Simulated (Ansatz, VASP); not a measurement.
## One calculation of Na16H, two programs

```
Na H
1.0
     8.46000    0.00000    0.00000
     0.00000    8.46000    0.00000
     0.00000    0.00000    8.46000
Na H
16 1
Direct
  0.99846 0.99762 0.00212
  0.50019 0.98785 0.99231
  0.99845 0.50158 0.00187
  0.99895 0.00212 0.50383
  0.24754 0.24952 0.24505
  0.50020 0.51009 0.99353
  0.49933 0.00081 0.49243
  0.75072 0.24952 0.24553
  0.99894 0.49711 0.50409
  0.24818 0.74970 0.25731
  0.25128 0.24926 0.74849
  0.49931 0.49908 0.49315
  0.75122 0.74971 0.25850
  0.74694 0.24927 0.74801
  0.25602 0.75018 0.75488
  0.74020 0.75020 0.75672
  0.50189 0.75081 0.87163
```

Alike in both runs: functional PBE; k mesh 2 × 2 × 2; occupations fermi-dirac, width 0.05 eV; no spin polarisation.

Ansatz relaxed the structure, and its values are those at the end. VASP's run is a single point on that final structure, the one shown.

|  | VASP | Ansatz |
| --- | --- | --- |
| version | VASP 6.6.1 | Ansatz 0.2.0 |
| potentials or method | VASP PAW PBE potentials, release 64 (Na_pv, H), cutoff 520 eV | scalar-relativistic, plane waves, PAW |
| valence electrons in the cell | 113 | 145 |

```tsv
	VASP	Ansatz	Ansatz less VASP
rms of the force components (eV/Å)	0.015	0.015	-0.0005
```

With one functional, cell and mesh, what is left measures potentials, basis and numerics. VASP's potentials hold 113 valence electrons a cell and Ansatz's 145, so a difference there can come from the potentials and not from the codes.

The k mesh is coarse, so the values compare programs but aren't converged.
